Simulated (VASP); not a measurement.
# Ge3Te2S (R-3m) in VASP: a series of runs

Runs on Ge3Te2S. Level: PBE. Tasks: single point, relaxation of cell and atoms.

Everything below comes from runs of VASP 6.6.1. Logs are shortened: lines on timing, memory, paths and dates and some standing lists are left out, and cuts for length are marked.

**1. The cell of the first run**

Symmetry: R-3m, No. 166, trigonal system. The conventional cell has a = 6.757 Å, b = 6.757 Å, c = 11.104 Å, α = 90.00°, β = 90.00°, γ = 120.00°. Ge (site symmetry 2/m) has 2 S at 2.69 Å and 2 Te at 2.93 Å and 4 Ge at 3.38 Å within 3.5 Å. Within 4.1 Å of Te (site symmetry 3m) lie 9 Ge at 2.93 to 3.70 Å and 4 Te at 3.03 to 3.96 Å and 4 S at 3.92 to 4.04 Å. Within 3.5 Å of S (site symmetry -3m) lie 6 Ge at 2.69 Å.

The cell was built from a structure type or drawn by symmetry, and may not be a known phase.

**2. Single point, PBE**

INCAR reads:

```
SYSTEM = Ge3Te2S
PREC = Accurate ; ENCUT = 520
EDIFF = 1E-6 ; ISMEAR = 0
SIGMA = 0.1 ; LREAL = .False.
LASPH = .True. ; NELM = 100
ALGO = Normal ; ISIF = 2
LWAVE = .False. ; LCHARG = .False.
GGA = PE ; NBANDS = 39
```

KPOINTS reads:

```
Automatic mesh
0
Gamma
  3 3 3
  0 0 0
```

POSCAR reads:

```
Ge3Te2S
1.0
    3.3787174866      1.9507034504      3.7012687959
   -3.3787174866      1.9507034504      3.7012687959
    0.0000000000     -3.9014069008      3.7012687959
Ge Te S
3 2 1
Direct
    0.0000000000      0.0000000000      0.5000000000
    0.5000000000      0.0000000000      0.0000000000
    0.0000000000      0.5000000000      0.0000000000
    0.3635560526      0.3635560526      0.3635560526
    0.6364439474      0.6364439474      0.6364439474
    0.0000000000      0.0000000000      0.0000000000
```

Potentials or basis: VASP PAW PBE potentials, release 64 (Ge_d, Te, S).

The run is started by

```console
$ cat potpaw_PBE.64/Ge_d/POTCAR potpaw_PBE.64/Te/POTCAR potpaw_PBE.64/S/POTCAR > POTCAR
$ mpirun -np 1 vasp_std > vasp.out
```

OUTCAR:

```text
SYSTEM = Ge3Te2S
   PREC = Accurate
   ENCUT = 520
   EDIFF = 1E-6
   ISMEAR = 0
   LREAL = .False.
   LASPH = .True.
   NELM = 100
   ISIF = 2
   GGA = PE

 ion  position               nearest neighbor table
   1  0.000  0.000  0.500-   6 2.69   6 2.69   4 2.93   5 2.93
   2  0.500  0.000  0.000-   6 2.69   6 2.69   4 2.93   5 2.93
   3  0.000  0.500  0.000-   6 2.69   6 2.69   4 2.93   5 2.93
   4  0.364  0.364  0.364-   1 2.93   2 2.93   3 2.93   5 3.03
   5  0.636  0.636  0.636-   1 2.93   2 2.93   3 2.93   4 3.03
   6  0.000  0.000  0.000-   1 2.69   1 2.69   3 2.69   2 2.69   3 2.69   2 2.69

  LATTYP: Found a trigonal (rhomboedric) cell.
 ALAT       =     5.3777659400
 COS(alpha) =     0.2105403054

  Lattice vectors:

 A1 = (   3.3787174866,   1.9507034504,   3.7012687959)
 A2 = (  -3.3787174866,   1.9507034504,   3.7012687959)
 A3 = (   0.0000000000,  -3.9014069008,   3.7012687959)

Analysis of symmetry for initial positions (statically):
=====================================================================
 Subroutine PRICEL returns:
 Original cell was already a primitive cell.

 Routine SETGRP: Setting up the symmetry group for a
 trigonal (rhombohedral) supercell.

 Subroutine GETGRP returns: Found 12 space group operations
 (whereof 12 operations were pure point group operations)
 out of a pool of 12 trial point group operations.

The static configuration has the point symmetry D_3d.

Analysis of symmetry for dynamics (positions and initial velocities):
=====================================================================
 Subroutine PRICEL returns:
 Original cell was already a primitive cell.

 Routine SETGRP: Setting up the symmetry group for a
 trigonal (rhombohedral) supercell.

 Subroutine GETGRP returns: Found 12 space group operations
 (whereof 12 operations were pure point group operations)
 out of a pool of 12 trial point group operations.

The dynamic configuration has the point symmetry D_3d.

 Subroutine INISYM returns: Found 12 space group operations
 (whereof 12 operations are pure point group operations),
 and found     1 'primitive' translations

----------------------------------------------------------------------------------------

                                     Primitive cell

  volume of cell :     146.3676

  direct lattice vectors                    reciprocal lattice vectors
     3.378717487  1.950703450  3.701268796     0.147985146  0.085439264  0.090059207
    -3.378717487  1.950703450  3.701268796    -0.147985146  0.085439264  0.090059207
     0.000000000 -3.901406901  3.701268796     0.000000000 -0.170878528  0.090059207

  length of vectors
     5.377765940  5.377765940  5.377765940     0.193158308  0.193158308  0.193158308

  position of ions in fractional coordinates (direct lattice)
     0.000000000  0.000000000  0.500000000
     0.500000000  1.000000000  0.000000000
     1.000000000  0.500000000  0.000000000
     0.363556053  0.363556053  0.363556053
     0.636443947  0.636443947  0.636443947
     0.000000000  0.000000000  0.000000000

  ion indices of the primitive-cell ions
   primitive index   ion index
                 1           1
                 2           2
                 3           3
                 4           4
                 5           5
                 6           6

----------------------------------------------------------------------------------------

 KPOINTS: Automatic mesh

Automatic generation of k-mesh.
 Grid dimensions read from file:
 generate k-points for:    3    3    3

 Generating k-lattice:

  Cartesian coordinates                     Fractional coordinates (reciprocal lattice)
     0.049328382  0.028479755  0.030019736     0.333333333 -0.000000000  0.000000000
    -0.049328382  0.028479755  0.030019736    -0.000000000  0.333333333  0.000000000
     0.000000000 -0.056959509  0.030019736     0.000000000  0.000000000  0.333333333

  Length of vectors
     0.064386103  0.064386103  0.064386103

  Shift w.r.t. Gamma in fractional coordinates (k-lattice)
[... 47 lines left out ...]

 E-fermi :   6.1235     XC(G=0): -10.0660

 val. band max:        6.1192793697   @ k =  -0.3333   0.3333   0.3333
 cond. band min:       6.1265374894   @ k =   0.3333   0.3333  -0.0000
 fundamental gap:      0.0072581197
 Fermi energy:         6.1234524727

 k-point     1 :       0.0000    0.0000    0.0000
  band No.  band energies     occupation
      1     -19.0131      2.00000
      2     -19.0028      2.00000
      3     -19.0028      2.00000
      4     -18.9937      2.00000
      5     -18.9937      2.00000
      6     -18.9831      2.00000
[... 31 lines left out ...]
     38      11.3330      0.00000
     39      11.3330      0.00000

 k-point     2 :       0.3333   -0.0000   -0.0000
  band No.  band energies     occupation
      1     -19.0086      2.00000
      2     -19.0020      2.00000
      3     -18.9975      2.00000
      4     -18.9968      2.00000
      5     -18.9937      2.00000
      6     -18.9865      2.00000
[... 31 lines left out ...]
     38      11.0480      0.00000
     39      11.5620      0.00000

 k-point     3 :       0.3333    0.3333   -0.0000
  band No.  band energies     occupation
      1     -19.0070      2.00000
      2     -19.0015      2.00000
      3     -18.9976      2.00000
      4     -18.9966      2.00000
      5     -18.9947      2.00000
      6     -18.9867      2.00000
[... 31 lines left out ...]
     38      10.4537      0.00000
     39      11.4742      0.00000

 k-point     4 :      -0.3333    0.3333    0.0000
  band No.  band energies     occupation
      1     -19.0035      2.00000
      2     -19.0010      2.00000
      3     -19.0002      2.00000
      4     -18.9946      2.00000
      5     -18.9919      2.00000
      6     -18.9914      2.00000
[... 31 lines left out ...]
     38      11.0439      0.00000
     39      11.6380      0.00000

 k-point     5 :       0.3333    0.3333    0.3333
  band No.  band energies     occupation
      1     -19.0089      2.00000
      2     -19.0024      2.00000
      3     -19.0024      2.00000
      4     -18.9945      2.00000
      5     -18.9945      2.00000
      6     -18.9843      2.00000
[... 31 lines left out ...]
     38       9.6342      0.00000
     39       9.6342      0.00000

 k-point     6 :      -0.3333    0.3333    0.3333
  band No.  band energies     occupation
      1     -19.0050      2.00000
      2     -19.0017      2.00000
      3     -18.9977      2.00000
      4     -18.9977      2.00000
      5     -18.9940      2.00000
      6     -18.9875      2.00000
[... 31 lines left out ...]
     38       9.8616      0.00000
     39      10.4780      0.00000

------------------------ aborting loop because EDIFF is reached ----------------------------------------

  FORCE on cell =-STRESS in cart. coord.  units (eV):
  Direction    XX          YY          ZZ          XY          YZ          ZX
  --------------------------------------------------------------------------------------
  -------------------------------------------------------------------------------------
  Total        0.0351029      0.0351029     -0.0064644      0.0000000      0.0000000      0.0000000
  in kB        0.3842454      0.3842454     -0.0707615      0.0000000      0.0000000      0.0000000
  external PRESSURE =       0.2325765 kB  Pullay stress =       0.0000000 kB

 VOLUME and BASIS-vectors are now :
 -----------------------------------------------------------------------------
  energy-cutoff  :      520.00
  volume of cell :      146.37
      direct lattice vectors                 reciprocal lattice vectors
     3.378717487  1.950703450  3.701268796     0.147985146  0.085439264  0.090059207
    -3.378717487  1.950703450  3.701268796    -0.147985146  0.085439264  0.090059207
     0.000000000 -3.901406901  3.701268796     0.000000000 -0.170878528  0.090059207

 POSITION                                       TOTAL-FORCE (eV/Angst)
 -----------------------------------------------------------------------------------
      0.00000     -1.95070      1.85063        -0.000000      0.000000      0.000000
      1.68936      0.97535      1.85063         0.000000      0.000000      0.000000
     -1.68936      0.97535      1.85063         0.000000      0.000000      0.000000
      0.00000      0.00000      4.03686         0.000000     -0.000000      0.044009
      0.00000      0.00000      7.06695         0.000000      0.000000     -0.044009
      0.00000      0.00000      0.00000         0.000000      0.000000      0.000000
 -----------------------------------------------------------------------------------
    total drift:                                0.000000      0.000000     -0.000000

  FREE ENERGIE OF THE ION-ELECTRON SYSTEM (eV)
  ---------------------------------------------------
  free  energy   TOTEN  =       -22.8559683838 eV

  energy  without entropy=      -22.8302389509  energy(sigma->0) =      -22.84310367
```

Wall time 29 s (1 thread of AMD EPYC 7R43 (Zen 3), shared host); peak memory 0.22 GiB.

Results:

- Free energy: -22.8560 eV
- Pressure: 0.0 GPa
- Largest force: 0.044 eV/Å
- Band gap on the k mesh: zero (bands 30 and 31 overlap by 1.36 eV)

Forces on the atoms (eV/Å):
```
Ge   0.000  0.000  0.000
Ge   0.000  0.000  0.000
Ge   0.000  0.000  0.000
Te   0.000  0.000  0.044
Te   0.000  0.000 -0.044
S    0.000  0.000  0.000
```

Levels at points of the mesh, in eV from the Fermi level:
| k point | band 26 | band 27 | band 28 | band 29 | band 30 | band 31 | band 32 | band 33 | band 34 | band 35 |
| --- | --- | --- | --- | --- | --- | --- | --- | --- | --- | --- |
| (0.00, 0.00, 0.00) | -2.39 | -1.81 | -1.81 | -1.74 | -1.74 | -1.16 | -1.16 | 2.35 | 3.68 | 4.10 |

Caveat: the k points lie up to 0.40 Å⁻¹ apart, too coarse for converged energies and pressures of a metal; spin-orbit coupling is left out, which moves the levels of the heavy elements.

**3. Single point, PBE**

This run uses another cell than the first one, of 31.06 Å³/atom.

INCAR reads:

```
SYSTEM = Ge3Te2S
PREC     = Accurate       ! precision mode
ENCUT    = 520            ! plane-wave cutoff, eV
EDIFF    = 1E-7           ! SCF threshold, eV
ISMEAR   = 0              ! smearing method
SIGMA    = 0.1            ! smearing width, eV
LREAL    = .False.        ! projectors in reciprocal space
LASPH    = .True.         ! aspherical terms in the spheres
NELM     = 80             ! most SCF steps
ALGO     = Normal         ! electronic algorithm
ISIF     = 2              ! what is computed and relaxed
LWAVE    = .False.        ! write WAVECAR
LCHARG   = .False.        ! write CHGCAR
GGA      = PE             ! functional
NBANDS   = 39             ! bands
```

KPOINTS is that of step 2.

POSCAR reads:

```
Ge3Te2S
1.0
    3.4722894200      2.0047272300      4.4619597300
   -3.4722894200      2.0047272300      4.4619597300
    0.0000000000     -4.0094544600      4.4619597300
Ge Te S
3 2 1
Direct
    0.0000000000      0.0000000000      0.5000000000
    0.5000000000      0.0000000000      0.0000000000
    0.0000000000      0.5000000000      0.0000000000
    0.1511543200      0.1511543200      0.1511543200
    0.8488456800      0.8488456800      0.8488456800
    0.0000000000      0.0000000000      0.0000000000
```

Potentials or basis: VASP PAW PBE potentials, release 64 (Ge_d, Te, S).

The run is started by

```console
$ cat potpaw_PBE.64/Ge_d/POTCAR potpaw_PBE.64/Te/POTCAR potpaw_PBE.64/S/POTCAR > POTCAR
$ mpirun -np 1 vasp_std > vasp.out
```

Run time: 56 s. Hardware: 1 thread of AMD EPYC 7R43 (Zen 3), shared host; peak memory 0.3 GiB.

Results (log left out):

```yaml
Free_energy: 8.8419 eV
Pressure: 69.5 GPa
Largest_force: 8.575 eV/Å
Band_gap_on_the_k_mesh: zero (bands 30 and 31 overlap by 0.31 eV)
```

Forces in eV/Å, atoms in the order of the input:
```
Ge   0.000  0.000  0.000
Ge   0.000  0.000  0.000
Ge   0.000  0.000  0.000
Te   0.000  0.000  8.575
Te   0.000  0.000 -8.575
S    0.000  0.000  0.000
```

Stress tensor (GPa, compression positive):
```
77.95  0.00  0.00
 0.00 77.95  0.00
 0.00  0.00 52.56
```

Levels at points of the mesh, in eV from the Fermi level:
| k point | band 27 | band 28 | band 29 | band 30 | band 31 | band 32 | band 33 | band 34 |
| --- | --- | --- | --- | --- | --- | --- | --- | --- |
| (0.00, 0.00, 0.00) | -1.03 | -0.90 | -0.90 | -0.22 | 0.96 | 0.96 | 1.04 | 1.37 |

Caveat: the k points lie up to 0.38 Å⁻¹ apart; spin-orbit coupling is left out, which moves the levels of the heavy elements; forces of over 1 eV/Å act on the atoms, so gaps and moduli don't describe the material at rest.

**4. Single point, PBE**

This run uses another cell than the first one, of 24.72 Å³/atom.

INCAR reads:

```
SYSTEM = Ge3Te2S
ALGO = Normal
EDIFF = 1E-7
ENCUT = 520
GGA = PE
ISIF = 2
ISMEAR = 0
LASPH = .True.
LCHARG = .True.
LELF = .True.
LREAL = .False.
LVHAR = .True.
LWAVE = .False.
NBANDS = 39
NELM = 80
PREC = Accurate
SIGMA = 0.1
```

KPOINTS reads:

```
k-points
0
Gamma
  6 6 6
  0 0 0
```

POSCAR reads:

```
Ge3Te2S
1.0
    3.3823666667      1.9528103055      3.7428376058
   -3.3823666667      1.9528103055      3.7428376058
    0.0000000000     -3.9056206110      3.7428376058
Ge Te S
3 2 1
Direct
    0.0000000000      0.0000000000      0.5000000000
    0.5000000000      0.0000000000      0.0000000000
    0.0000000000      0.5000000000      0.0000000000
    0.3601976882      0.3601976882      0.3601976882
    0.6398023118      0.6398023118      0.6398023118
    0.0000000000      0.0000000000      0.0000000000
```

The run is started by

```console
$ cat potpaw_PBE.64/Ge_d/POTCAR potpaw_PBE.64/Te/POTCAR potpaw_PBE.64/S/POTCAR > POTCAR
$ mpirun -np 1 vasp_std > vasp.out
```

Wall time 2.7 min (1 thread of AMD EPYC 7R43 (Zen 3), shared host); peak memory 0.29 GiB.

It converged, with:

```yaml
Free_energy: -22.6356 eV
Pressure: 0.0 GPa
Largest_force: 0.014 eV/Å
Band_gap_on_the_k_mesh: zero (bands 30 and 31 overlap by 1.98 eV)
```

Forces on the atoms (eV/Å):
```
Ge   0.000  0.000  0.000
Ge   0.000  0.000  0.000
Ge   0.000  0.000  0.000
Te   0.000  0.000  0.014
Te   0.000  0.000 -0.014
S    0.000  0.000  0.000
```

Levels at points of the mesh, in eV from the Fermi level:
| k point | band 28 | band 29 | band 30 | band 31 | band 32 | band 33 |
| --- | --- | --- | --- | --- | --- | --- |
| (0.00, 0.00, 0.00) | -1.79 | -1.57 | -1.57 | -1.10 | -1.10 | 2.45 |
| (0.50, 0.00, 0.00) | -1.67 | -0.45 | 0.07 | 0.92 | 1.13 | 1.26 |
| (0.50, 0.50, 0.00) | -1.52 | -1.36 | -0.69 | -0.08 | 0.65 | 1.29 |
| (0.50, 0.50, 0.50) | 0.17 | 0.21 | 0.21 | 0.26 | 0.26 | 1.38 |

Caveat: spin-orbit coupling is left out, which moves the levels of the heavy elements.

**5. Relaxation of cell and atoms, PBE**

INCAR reads:

```
PREC = Accurate
ENCUT = 600
EDIFF = 1E-6
ISMEAR = 0
SIGMA = 0.1
LREAL = False
LASPH = True
NELM = 60
ALGO = Normal
ISIF = 3
LWAVE = False
LCHARG = False
GGA = PE
IBRION = 2
NSW = 100
EDIFFG = -0.01
```

KPOINTS reads:

```
Automatic mesh
0
Gamma
  6 6 6
```

POSCAR reads:

```
Ge3Te2S
1.0
    3.3787174866      1.9507034504      3.7012687959
   -3.3787174866      1.9507034504      3.7012687959
    0.0000000000     -3.9014069008      3.7012687959
Ge Te S
3 2 1
Direct
    0.0000000000      0.0000000000      0.5000000000
    0.5000000000      0.0000000000      0.0000000000
    0.0000000000      0.5000000000      0.0000000000
    0.3635560526      0.3635560526      0.3635560526
    0.6364439474      0.6364439474      0.6364439474
    0.0000000000      0.0000000000      0.0000000000
```

The run is started by

```console
$ cat potpaw_PBE.64/Ge_d/POTCAR potpaw_PBE.64/Te/POTCAR potpaw_PBE.64/S/POTCAR > POTCAR
$ mpirun -np 1 vasp_std > vasp.out
```

Wall time 17 min (1 thread of AMD EPYC 7R43 (Zen 3), shared host); peak memory 0.41 GiB.

Results (log left out):

```
Free energy                           : -22.6358 eV
Relaxed volume                        : 24.71 Å³/atom
Relaxed cell                          : a = 5.410 Å, b = 5.410 Å, c = 5.410 Å, α = 77.33°, β = 77.33°, γ = 77.33°
Space group after relaxing (to 0.1 Å) : R-3m (No. 166)
Energy gained by relaxing             : 2.9 meV/atom
Ionic steps                           : 9
Pressure after relaxing               : 0.0 GPa
Band gap on the k mesh                : zero (bands 30 and 31 overlap by 1.98 eV)
```

Step by step:
```
step  energy change (eV)  largest force (eV/Å)  pressure (GPa)  volume (Å³)
   1              0.0000                0.2849            0.61       146.37
   2             -0.0132                0.1771           -0.07       148.34
   3             -0.0136                0.1489           -0.33       148.99
   4             -0.0137                0.1545           -0.23       148.85
   5             -0.0165                0.0687           -0.14       148.32
   6             -0.0170                0.0057            0.12       147.93
   7             -0.0170                0.0150            0.02       147.99
   8             -0.0170                0.0110            0.10       147.96
   9             -0.0171                0.0006            0.01       148.26
```

Final structure:
```yaml
crystal:
  lattice:
    - [3.38003, 1.95146, 3.74615]
    - [-3.38003, 1.95146, 3.74615]
    - [0.00000, -3.90293, 3.74615]
  atoms:
    - { symbol: Ge, position: [0.00000, 0.00000, 0.50000] }
    - { symbol: Ge, position: [0.50000, 0.00000, 0.00000] }
    - { symbol: Ge, position: [0.00000, 0.50000, 0.00000] }
    - { symbol: Te, position: [0.36039, 0.36039, 0.36039] }
    - { symbol: Te, position: [0.63961, 0.63961, 0.63961] }
    - { symbol: S, position: [0.00000, 0.00000, 0.00000] }
```

Levels at points of the mesh, in eV from the Fermi level:
```
           k point  band 28  band 29  band 30  band 31  band 32  band 33
(0.00, 0.00, 0.00)    -1.80    -1.56    -1.56    -1.11    -1.11     2.46
(0.50, 0.00, 0.00)    -1.66    -0.45     0.07     0.92     1.12     1.27
(0.50, 0.50, 0.00)    -1.52    -1.35    -0.69    -0.08     0.65     1.28
(0.50, 0.50, 0.50)     0.17     0.20     0.20     0.25     0.25     1.38
```

Caveat: spin-orbit coupling is left out, which moves the levels of the heavy elements.

**6. Overview**

```csv
task,cell,k mesh,cutoff (eV),gap on the mesh (eV),pressure (GPa),largest force (eV/Å)
single point,"a = 5.378 Å, angles 77.8°, 6 atoms, atomic positions A",3 × 3 × 3,520,none,0.0,0.04
single point,"a = 5.999 Å, angles 70.7°, 6 atoms, atomic positions B",3 × 3 × 3,520,none,69.5,8.58
single point,"a = 5.410 Å, angles 77.4°, 6 atoms, atomic positions C",6 × 6 × 6,520,none,0.0,0.01
relaxation of cell and atoms,"relaxed from a = 5.378 Å, angles 77.8°, 6 atoms, atomic positions A",6 × 6 × 6,600,none,0.0,-
```

Alike in all rows: level PBE; potentials or basis VASP PAW PBE potentials, release 64 (Ge_d, Te, S); no spin polarisation; smearing gaussian 0.1 eV.

Caveats: some runs use coarse meshes; spin-orbit coupling is left out, which moves the levels of the heavy elements; forces of over 1 eV/Å act on the atoms, so gaps and moduli don't describe the material at rest (at least some runs).

Absolute energies hang on the potentials; compare differences alone.
